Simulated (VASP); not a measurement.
The system is Co.

```
CELL_PARAMETERS angstrom
2.50384 0.00000 0.00000
-1.25192 2.16839 0.00000
0.00000 0.00000 4.09020
ATOMIC_POSITIONS crystal
Co 0.33333 0.66667 0.74014
Co 0.66667 0.33333 0.25986
```

Program: VASP 6.6.1. Alike in all runs: task single point; spin collinear, ferromagnetic start; cell as given; k mesh 12 × 12 × 7; smearing fermi-dirac 0.05 eV.

Question: Order these runs on this cell by their pressure, lowest first.
A. level LDA; potentials or basis VASP PAW LDA potentials, release 64 (Co_sv); cutoff (eV) 600
B. level PBEsol; potentials or basis VASP PAW PBE potentials, release 64 (Co_sv); cutoff (eV) 600
C. level r2SCAN; potentials or basis VASP PAW PBE potentials, release 64 (Co_sv); cutoff (eV) 660

Answer: A (-24.9 GPa), B (-16.6 GPa), C (-9.9 GPa).

Caveats: the cell stands under tension; the PAW data sets were made with another functional, which shifts forces and pressure a little (at least some runs).
